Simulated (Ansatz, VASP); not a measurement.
**One calculation of La, two programs**

File INCAR:

```
ALGO = Normal
EDIFF = 1E-6
ENCUT = 500
GGA = PE
GGA_COMPAT = F
ISIF = 2
ISMEAR = -1
LASPH = T
LCHARG = F
LMAXMIX = 6
LREAL = F
LWAVE = F
NBANDS = 12
NELM = 200
PREC = Accurate
SIGMA = 0.08
```

File KPOINTS:

```
k-points
0
Gamma
  12 12 12
```

The input POSCAR:

```
La
1.0
    2.4539194712      0.0000000000      0.0000000000
    0.0000000000      2.4539194712      0.0000000000
    0.0000000000      0.0000000000      2.4539194712
La
1
Direct
    0.0000000000      0.0000000000      0.0000000000
```

Input for Ansatz:

```yaml
crystal:
  lattice:
    - [2.4539194712, 0.0, 0.0]
    - [0.0, 2.4539194712, 0.0]
    - [0.0, 0.0, 2.4539194712]
  atoms:
    - { symbol: La, position: [0.0, 0.0, 0.0] }
kpoints:
  mp_grid: { grid: [12, 12, 12] }
scf:
  occupations: { method: fermi_dirac, width: 0.08 }
hamiltonian:
  xc: pbe
  pseudopotentials: { kind: all_electron, datasets: crystal }
output:
  forces: true
  stress: true
  eigenvalues: true
```

Change from the starting cell: volume scaled by 0.4, crystal datasets.

Alike in both runs: task single point; functional PBE; k mesh 12 × 12 × 12; occupations fermi-dirac, width 0.08 eV; no spin polarisation.

|  | VASP | Ansatz |
| --- | --- | --- |
| version | VASP 6.6.1 | Ansatz 0.2.0 |
| potentials or method | VASP PAW PBE potentials, release 64 (La), cutoff 500 eV | all-electron PAW with datasets made for the crystal, scalar-relativistic |

Ansatz gave:

* pressure (GPa): 191.8

Q: What did VASP give for the same quantities?

A: Pressure (GPa): 193.0.

Both programs put the cell under a high pressure, so it lies far from rest at this level. Ansatz ran all-electron here, and VASP with PAW potentials.

Neither program's run includes spin-orbit coupling. Noted on VASP's run: the cell as given lies far from equilibrium.
